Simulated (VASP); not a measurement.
A run of VASP 6.6.1 is set up as follows.

Contents of INCAR:

```
SYSTEM = InSe
PREC     = Accurate       ! precision mode
ENCUT    = 520            ! plane-wave cutoff, eV
EDIFF    = 1E-6           ! SCF threshold, eV
ISMEAR   = 0              ! smearing method
SIGMA    = 0.02           ! smearing width, eV
LREAL    = .FALSE.        ! projectors in reciprocal space
LASPH    = .TRUE.         ! aspherical terms in the spheres
NELM     = 80             ! most SCF steps
ALGO     = Normal         ! electronic algorithm
ISIF     = 2              ! what is computed and relaxed
LWAVE    = .FALSE.        ! write WAVECAR
LCHARG   = .FALSE.        ! write CHGCAR
LDIPOL   = .TRUE.       
IDIPOL   = 3            
DIPOL    = 0.5 0.5 0.500
GGA      = PE             ! functional
IVDW     = 12             ! dispersion correction
NBANDS   = 27             ! bands
```

File KPOINTS:

```
Automatic mesh
0
G
  9 9 1
  0 0 0
```

File POSCAR:

```
InSe
1.0
    4.1610000000      0.0000000000      0.0000000000
   -2.0805000000      3.6035317051      0.0000000000
    0.0000000000      0.0000000000     36.7211901288
Se In
2 2
Direct
    0.0000000000      0.0000000000      0.4218840838
    0.0000000000      0.0000000000      0.5780881714
    0.6666666667      0.3333333333      0.4594599339
    0.6666666667      0.3333333333      0.5405123784
```

Potentials or basis: VASP PAW PBE potentials, release 64 (Se, In_d).

The run is started by

```sh
$ cat potpaw_PBE.64/Se/POTCAR potpaw_PBE.64/In_d/POTCAR > POTCAR
$ mpirun -np 1 vasp_std > vasp.out
```

Task: Predict the dispersion energy per atom.

Result: -0.198 eV.

Task: Predict the largest force.

Result: 0.869 eV/Å.

Forces on the atoms (eV/Å):
```
Se   0.000  0.000  0.869
Se   0.000  0.000 -0.869
In   0.000  0.000 -0.222
In   0.000  0.000  0.222
```
